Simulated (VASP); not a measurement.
# Y2B4HRh6 (a cell with a defect) in VASP: further runs

Runs on Y2B4HRh6 (a cell with a defect). Level: PBEsol. Tasks: single point.

Everything below comes from runs of VASP 6.6.1. Logs are shortened: lines on timing, memory, paths and dates and some standing lists are left out, and cuts for length are marked.

## (1) The cell of the first run

The cell holds a defect, 13 atoms: a = 5.374 Å, b = 5.374 Å, c = 6.296 Å, α = 90.00°, β = 90.00°, γ = 120.00°.

## (2) Single point, PBEsol

Contents of INCAR:

```
ALGO     = Normal         # electronic algorithm
EDIFF    = 1E-7           # SCF threshold, eV
ENCUT    = 520            # plane-wave cutoff, eV
GGA      = PS             # functional
ISIF     = 2              # what is computed and relaxed
ISMEAR   = 0              # smearing method
LASPH    = T              # aspherical terms in the spheres
LCHARG   = F              # write CHGCAR
LREAL    = F              # projectors in reciprocal space
LWAVE    = F              # write WAVECAR
NBANDS   = 74             # bands
NELM     = 100            # most SCF steps
PREC     = Accurate       # precision mode
SIGMA    = 0.1            # smearing width, eV
```

Contents of KPOINTS:

```
k-points
0
Gamma
  4 4 3
```

Contents of POSCAR:

```
Y2B4HRh6
1.0
    5.3736450000      0.0000000000      0.0000000000
   -2.6868220000      4.6537130000      0.0000000000
    0.0000000000      0.0000000000      6.2963550000
Y B Rh H
2 4 6 1
Direct
    0.0166681009     -0.0004084910      0.2691549317
    0.0168246420     -0.0004065571      0.7493819837
    0.6612324561      0.3389615991      0.2616510664
    0.3218682773      0.6602420476      0.2616510664
    0.6612207457      0.3390368078      0.7572158813
    0.3217875357      0.6601687728      0.7572157224
   -0.0113777499      0.4868953027      0.0094233886
    0.5013141861      0.5122823432      0.0094249768
    0.4751144263     -0.0004104250      0.0094068711
    0.0013895718      0.4966950046      0.5094981144
    0.5042853611      0.5024912366      0.5094963673
    0.5034819440     -0.0004063422      0.5092509873
    0.7783355929      0.9995809797      0.0091570440
```

Potentials or basis: VASP PAW PBE potentials, release 64 (Y_sv, B, Rh_pv, H).

Run with:

```
cat potpaw_PBE.64/Y_sv/POTCAR potpaw_PBE.64/B/POTCAR potpaw_PBE.64/Rh_pv/POTCAR potpaw_PBE.64/H/POTCAR > POTCAR
mpirun -np 1 vasp_std > vasp.out
```

OUTCAR:

```text
EDIFF = 1E-7
   ENCUT = 520
   GGA = PS
   ISIF = 2
   ISMEAR = 0
   LASPH = T
   LREAL = F
   NELM = 100
   PREC = Accurate

 ion  position               nearest neighbor table
   1  0.017  1.000  0.269-  13 2.08   9 2.96   4 3.00   3 3.00  12 3.02   2 3.02  10 3.06  11 3.06
                             3 3.08   4 3.08  11 3.11  10 3.11   8 3.14   7 3.14  12 3.14   7 3.15
   2  0.017  1.000  0.749-  13 2.08   9 2.96   6 3.00   5 3.00  12 3.02   1 3.02  11 3.06  10 3.06
                             5 3.08   6 3.08  10 3.11  11 3.11   8 3.14   7 3.14  12 3.15   7 3.16
   3  0.661  0.339  0.262-  11 2.16   7 2.20   8 2.22  12 2.22  10 2.22   9 2.24   1 3.00   1 3.08
                             1 3.23
   4  0.322  0.660  0.262-  10 2.16   8 2.20   7 2.22  12 2.22  11 2.22   9 2.24   1 3.00   1 3.08
                             1 3.23
   5  0.661  0.339  0.757-  11 2.16   7 2.20   8 2.22  12 2.22  10 2.22   9 2.24   2 3.00   2 3.08
                             2 3.24
   6  0.322  0.660  0.757-  10 2.16   8 2.20   7 2.22  12 2.22  11 2.22   9 2.24   2 3.00   2 3.08
                             2 3.24
   7  0.989  0.487  0.009-   5 2.20   3 2.20   6 2.22   4 2.22   9 2.69   8 2.69   8 2.69   9 2.69
                             1 3.14   2 3.14  10 3.15  10 3.15   1 3.15   2 3.16
   8  0.501  0.512  0.009-   6 2.20   4 2.20   5 2.22   3 2.22   9 2.69   7 2.69   7 2.69   9 2.69
                             1 3.14   2 3.14  11 3.15  11 3.15   1 3.15   2 3.16
   9  0.475  1.000  0.009-  13 1.63   6 2.24   4 2.24   5 2.24   3 2.24   8 2.69   7 2.69   7 2.69
                             8 2.69   1 2.96   2 2.96  12 3.15  12 3.15   1 3.34   2 3.34
  10  0.001  0.497  0.509-   6 2.16   4 2.16   5 2.22   3 2.22  12 2.67  11 2.69  11 2.69  12 2.70
                             2 3.06   1 3.06   2 3.11   1 3.11   7 3.15   7 3.15
  11  0.504  0.502  0.509-   5 2.16   3 2.16   6 2.22   4 2.22  12 2.67  10 2.69  10 2.69  12 2.70
                             2 3.06   1 3.06   2 3.11   1 3.11   8 3.15   8 3.15
  12  0.503  1.000  0.509-   4 2.22   3 2.22   6 2.22   5 2.22  11 2.67  10 2.67  10 2.70  11 2.70
                             2 3.02   1 3.02   1 3.14   2 3.15   9 3.15   9 3.15
  13  0.778  1.000  0.009-   9 1.63   2 2.08   1 2.08

  LATTYP: Found a hexagonal cell.
 ALAT       =     5.3736450000
 C/A-ratio  =     1.1717102637

  Lattice vectors:

 A1 = (   5.3736450000,   0.0000000000,   0.0000000000)
 A2 = (  -2.6868220000,   4.6537130000,   0.0000000000)
 A3 = (   0.0000000000,   0.0000000000,   6.2963550000)

Analysis of symmetry for initial positions (statically):
=====================================================================
 Subroutine PRICEL returns:
 Original cell was already a primitive cell.

 Routine SETGRP: Setting up the symmetry group for a
 hexagonal supercell.

 Subroutine GETGRP returns: Found  1 space group operations
 (whereof  1 operations were pure point group operations)
 out of a pool of 24 trial point group operations.

The static configuration has the point symmetry C_1 .

Analysis of symmetry for dynamics (positions and initial velocities):
=====================================================================
 Subroutine PRICEL returns:
 Original cell was already a primitive cell.

 Routine SETGRP: Setting up the symmetry group for a
 hexagonal supercell.

 Subroutine GETGRP returns: Found  1 space group operations
 (whereof  1 operations were pure point group operations)
 out of a pool of 24 trial point group operations.

The dynamic configuration has the point symmetry C_1 .

 Subroutine INISYM returns: Found  1 space group operations
 (whereof  1 operations are pure point group operations),
 and found     1 'primitive' translations

----------------------------------------------------------------------------------------

                                     Primitive cell

  volume of cell :     157.4555

  direct lattice vectors                    reciprocal lattice vectors
     5.373645000  0.000000000  0.000000000     0.186093424  0.107441071  0.000000000
    -2.686822000  4.653713000  0.000000000     0.000000000  0.214882181  0.000000000
     0.000000000  0.000000000  6.296355000     0.000000000  0.000000000  0.158822049

  length of vectors
     5.373645000  5.373644680  6.296355000     0.214882168  0.214882181  0.158822049

  position of ions in fractional coordinates (direct lattice)
     0.016668101  0.999591509  0.269154932
     0.016824642  0.999593443  0.749381984
     0.661232456  0.338961599  0.261651066
[... 38 lines left out ...]
     0.046523356  0.026860268  0.000000000     0.250000000 -0.000000000  0.000000000
     0.000000000  0.053720545  0.000000000     0.000000000  0.250000000  0.000000000
     0.000000000  0.000000000  0.052940683     0.000000000  0.000000000  0.333333333

  Length of vectors
     0.053720542  0.053720545  0.052940683

  Shift w.r.t. Gamma in fractional coordinates (k-lattice)
     0.000000000  0.000000000  0.000000000

 Subroutine IBZKPT returns following result:
 ===========================================

 Found     26 irreducible k-points:

 Following reciprocal coordinates:
            Coordinates               Weight
  0.000000  0.000000  0.000000      1.000000
  0.250000 -0.000000  0.000000      2.000000
  0.000000  0.250000  0.000000      2.000000
 -0.250000  0.250000  0.000000      2.000000
  0.500000 -0.000000  0.000000      1.000000
  0.000000  0.500000  0.000000      1.000000
[... 16 lines left out ...]
  0.500000  0.250000  0.333333      2.000000
 -0.250000 -0.250000  0.333333      2.000000
 [... further k-points ...]
   k-points           NKPTS =     26   k-points in BZ     NKDIM =     26   number of bands    NBANDS=     74
   number of dos      NEDOS =    301   number of ions     NIONS =     13
   total plane-waves  NPLWV =  76800
   dimension x,y,z NGX =    40 NGY =   40 NGZ =   48
   dimension x,y,z NGXF=    80 NGYF=   80 NGZF=   96
   ions per type =               2   4   6   1
   NGX,Y,Z   is equivalent  to a cutoff of  12.37, 12.37, 12.67 a.u.
   NGXF,Y,Z  is equivalent  to a cutoff of  24.75, 24.75, 25.35 a.u.
 SYSTEM =  unknown system
   PREC   = accura    normal or accurate (medium, high low for compatibility)
   ISTART =      0    job   : 0-new  1-cont  2-samecut
   ICHARG =      2    charge: 1-file 2-atom 10-const
   ISPIN  =      1    spin polarized calculation?
   LNONCOLLINEAR =      F non collinear calculations
   LSORBIT =      F    spin-orbit coupling
   LASPH  =      T    aspherical Exc in radial PAW
   ENCUT  =  520.0 eV  38.22 Ry    6.18 a.u.   9.99  9.99 11.71*2*pi/ulx,y,z
   NELM   =    100;   NELMIN=  2; NELMDL= -5     # of ELM steps
   EDIFF  = 0.1E-06   stopping-criterion for ELM
   LREAL  =      F    real-space projection
   EDIFFG = 0.1E-05   stopping-criterion for IOM
   NSW    =      0    number of steps for IOM
   IBRION =     -1    ionic relax: 0-MD 1-quasi-New 2-CG
   NFREE  =      0    steps in history (QN), initial steepest desc. (CG)
   ISIF   =      2    stress and relaxation
   ISYM   =      2    0-nonsym 1-usesym 2-fastsym
   POTIM  = 0.5000    time-step for ionic-motion
   TEBEG  =    0.0;   TEEND  =   0.0 temperature during run
   PSTRESS=    0.0 pullay stress
   NELECT =     125.0000    total number of electrons
   NUPDOWN=      -1.0000    fix difference up-down
   EMIN   =  10.00;   EMAX   =-10.00  energy-range for DOS
   EFERMI =   0.00;   METHOD = LEGACY
   ISMEAR =     0;   SIGMA  =   0.10  broadening in eV -4-tet -1-fermi 0-gaus
   EFERMI_NEDOS =   21; number of points for ismear=-14 and -15
   IALGO  =     38    algorithm
   IMIX   =      4    mixing-type and parameters
     AMIX     =   0.40;   BMIX     =  1.00
     AMIX_MAG =   1.60;   BMIX_MAG =  1.00
  volume/ion in A,a.u.               =      12.11        81.74
  Fermi-wavevector in a.u.,A,eV,Ry     =   1.515859  2.864559 31.263870  2.297830
  Thomas-Fermi vector in A             =   2.625327
   LORBIT       =      0    0 simple, 1 ext, 2 COOP (PROOUT), +10 PAW based schemes
   GGA     = PS    functional components
   LHFCALC =     F    Hartree Fock is set to
   AEXX    =    0.0000 exact exchange contribution
   IVDW    =     0    specifies the selected vdW correction
   LEPSILON=     F    determine dielectric tensor
   LRPA    =     F    only Hartree local field effects (RPA)
 non-spin polarized calculation
 Gauss-broadening in eV      SIGMA  =   0.10
  energy-cutoff  :      520.00
  volume of cell :      157.46
 maximum number of plane-waves:      4259
   NGX = 19   NGY = 19   NGZ = 23

 number of electron     124.9999996 magnetization

 Free energy of the ion-electron system (eV)
  ---------------------------------------------------
  ext. energy  EPLUGINS =         0.00000000
  ---------------------------------------------------
  free energy    TOTEN  =      -102.47120963 eV

  energy without entropy =     -102.45396416  energy(sigma->0) =     -102.46258690

 E-fermi :   8.9736     XC(G=0): -12.9287

 val. band max:        8.9305622270   @ k =   0.5000   0.2500   0.0000
 cond. band min:       9.0204940976   @ k =  -0.2500   0.5000   0.0000
 fundamental gap:      0.0899318707
 Fermi energy:         8.9736443119

 k-point     1 :       0.0000    0.0000    0.0000
  band No.  band energies     occupation
      1     -38.2033      2.00000
      2     -38.0929      2.00000
      3     -37.9481      2.00000
      4     -37.7953      2.00000
      5     -37.7865      2.00000
      6     -37.6972      2.00000
[... 1837 lines left out ...]
     73      12.8128      0.00000
     74      13.1324      0.00000

 [... further k-points ...]
[... 5 lines left out ...]
  --------------------------------------------------------------------------------------
  -------------------------------------------------------------------------------------
  Total        2.1366365     -3.2705874     -0.6266552      0.0001235     -0.0000423     -0.0029842
  in kB       21.7411972    -33.2796361     -6.3764870      0.0012565     -0.0004304     -0.0303654
  external PRESSURE =      -5.9716420 kB  Pullay stress =       0.0000000 kB

 VOLUME and BASIS-vectors are now :
 -----------------------------------------------------------------------------
  energy-cutoff  :      520.00
  volume of cell :      157.46
      direct lattice vectors                 reciprocal lattice vectors
     5.373645000  0.000000000  0.000000000     0.186093424  0.107441071  0.000000000
    -2.686822000  4.653713000  0.000000000     0.000000000  0.214882181  0.000000000
     0.000000000  0.000000000  6.296355000     0.000000000  0.000000000  0.158822049

 POSITION                                       TOTAL-FORCE (eV/Angst)
 -----------------------------------------------------------------------------------
     -2.59616      4.65181      1.69469        -0.002197      0.000034      0.002425
     -2.59532      4.65182      4.71837        -0.002277     -0.000001      0.004086
      2.64250      1.57743      1.64745        -0.000029      0.002641      0.000668
     -0.04435      3.07258      1.64745        -0.000005     -0.002718      0.000697
      2.64223      1.57778      4.76770         0.002162     -0.001009     -0.001453
     -0.04458      3.07224      4.76770         0.002141      0.000894     -0.001469
      4.00430      2.26587      0.05933         0.003564      0.000723     -0.000695
      1.31747      2.38402      0.05934         0.003709     -0.000638     -0.000697
     -0.13262      4.65180      0.05923        -0.010453      0.000129     -0.001515
     -1.32706      2.31148      3.20798        -0.006021     -0.001822     -0.004340
      1.35975      2.33845      3.20797        -0.005809      0.001753     -0.004326
      0.01980      4.65182      3.20643        -0.000404      0.000091      0.003991
      1.49680      4.65176      0.05766         0.015619     -0.000078      0.002628
 -----------------------------------------------------------------------------------
    total drift:                                0.000222      0.000032     -0.000662

  FREE ENERGIE OF THE ION-ELECTRON SYSTEM (eV)
  ---------------------------------------------------
  free  energy   TOTEN  =      -102.4712096306 eV

  energy  without entropy=     -102.4539641648  energy(sigma->0) =     -102.46258690
```

It took 7.5 min on 1 thread of Intel Xeon Platinum 8175M at 2.50GHz (Skylake/Cascade Lake), shared host; peak memory 0.43 GiB.

What came out:

| Quantity | Value |
| --- | --- |
| Free energy | -102.4712 eV |
| Pressure | -0.6 GPa |
| Largest force | 0.016 eV/Å |
| Band gap on the k mesh | zero (an odd number of electrons rules out a gap without spin polarisation) |

Forces in eV/Å, atoms in the order of the input:
```
Y   -0.002  0.000  0.002
Y   -0.002  0.000  0.004
B    0.000  0.003  0.001
B    0.000 -0.003  0.001
B    0.002 -0.001 -0.001
B    0.002  0.001 -0.001
Rh   0.004  0.001 -0.001
Rh   0.004 -0.001 -0.001
Rh  -0.010  0.000 -0.002
Rh  -0.006 -0.002 -0.004
Rh  -0.006  0.002 -0.004
Rh   0.000  0.000  0.004
H    0.016  0.000  0.003
```

Stress tensor (GPa, compression positive):
```
 2.17  0.00  0.00
 0.00 -3.33  0.00
 0.00  0.00 -0.64
```

Levels at points of the mesh, in eV from the Fermi level:
```tsv
k point	band 59	band 60	band 61	band 62	band 63	band 64	band 65	band 66
(0.00, 0.00, 0.00)	-0.96	-0.95	-0.78	-0.64	-0.59	-0.26	-0.24	0.57
(0.50, 0.00, 0.00)	-1.10	-1.06	-0.81	-0.43	-0.29	0.07	0.10	1.34
(0.00, 0.50, 0.00)	-1.03	-0.94	-0.78	-0.37	-0.33	-0.08	0.19	0.99
(0.50, 0.50, 0.00)	-1.10	-1.06	-0.81	-0.43	-0.29	0.07	0.10	1.34
```

Caveat: the PAW data sets were made with another functional, which shifts forces and pressure a little.

## (3) Single point, PBEsol

Contents of INCAR:

```
  PREC = Accurate
  ENCUT = 520
  EDIFF = 1E-6
  ISMEAR = 0
  SIGMA = 0.1
  LREAL = False
  LASPH = True
  NELM = 60
  ALGO = Normal
  ISIF = 2
  LWAVE = False
  LCHARG = True
  GGA = PS
  LELF = True
  LVHAR = True
  NBANDS = 74
```

Contents of KPOINTS:

```
Automatic mesh
0
Gamma
  4 4 3
```

Contents of POSCAR:

```
Y2B4HRh6
1.0
    5.3736450000      0.0000000000      0.0000000000
   -2.6868220000      4.6537130000      0.0000000000
    0.0000000000      0.0000000000      6.2963550000
Y B Rh H
2 4 6 1
Direct
    0.0160065583      0.0073681370      0.2671706057
    0.0155350194      0.0071383819      0.7519650750
    0.6614547563      0.3301106311      0.2622762196
    0.3143413165      0.6565447814      0.2620164431
    0.6613460954      0.3300397884      0.7567114869
    0.3144460078      0.6566065022      0.7569786918
   -0.0084546006      0.4951376927      0.0094601728
    0.4917950229      0.4920330872      0.0094892154
    0.4917989021     -0.0015070218      0.0094951591
   -0.0026800717      0.4980306704      0.5095267994
    0.4996666806      0.5008541148      0.5095118779
    0.4996682815     -0.0024469401      0.5095004064
    0.7149687314      0.8568433749      0.0098747470
```

Potentials or basis: VASP PAW PBE potentials, release 64 (Y_sv, B, Rh_pv, H).

Run with:

```
cat potpaw_PBE.64/Y_sv/POTCAR potpaw_PBE.64/B/POTCAR potpaw_PBE.64/Rh_pv/POTCAR potpaw_PBE.64/H/POTCAR > POTCAR
mpirun -np 1 vasp_std > vasp.out
```

Run time: 8.5 min. Hardware: 1 thread of Intel Xeon Platinum 8259CL at 2.50GHz (Skylake/Cascade Lake), shared host; peak memory 0.43 GiB.

The run converged. Its results:

* Free energy: -102.7281 eV
* Pressure: -0.3 GPa
* Largest force: 0.016 eV/Å
* Band gap on the k mesh: zero (an odd number of electrons rules out a gap without spin polarisation)

Forces in eV/Å, atoms in the order of the input:
```
Y    0.001  0.001 -0.002
Y    0.004  0.002  0.002
B   -0.001  0.000  0.000
B    0.001  0.000 -0.006
B   -0.001  0.000  0.001
B    0.001  0.000  0.007
Rh   0.000  0.000  0.000
Rh   0.001 -0.013  0.000
Rh  -0.010  0.007  0.001
Rh  -0.007 -0.004  0.000
Rh  -0.001 -0.001  0.000
Rh  -0.001 -0.001  0.000
H    0.013  0.008 -0.004
```

Stress tensor (GPa, compression positive):
```
 0.31  1.23  0.01
 1.23 -1.10  0.00
 0.01  0.00 -0.23
```

Levels at points of the mesh, in eV from the Fermi level:
| k point | band 58 | band 59 | band 60 | band 61 | band 62 | band 63 | band 64 | band 65 | band 66 | band 67 |
| --- | --- | --- | --- | --- | --- | --- | --- | --- | --- | --- |
| (0.00, 0.00, 0.00) | -1.16 | -0.96 | -0.95 | -0.78 | -0.70 | -0.61 | -0.29 | -0.28 | 0.50 | 0.74 |
| (0.50, 0.00, 0.00) | -1.32 | -1.14 | -1.10 | -0.80 | -0.35 | -0.33 | 0.01 | 0.15 | 1.43 | 1.54 |
| (0.00, 0.50, 0.00) | -1.35 | -1.06 | -0.99 | -0.79 | -0.35 | -0.32 | -0.03 | 0.17 | 1.20 | 1.42 |
| (0.50, 0.50, 0.00) | -1.35 | -1.06 | -0.99 | -0.79 | -0.35 | -0.32 | -0.03 | 0.17 | 1.20 | 1.42 |

Caveat: the PAW data sets were made with another functional, which shifts forces and pressure a little.

(Continued in part 2 of 2.)

The gap in the log of VASP goes by the Fermi energy; the results here count the filled bands.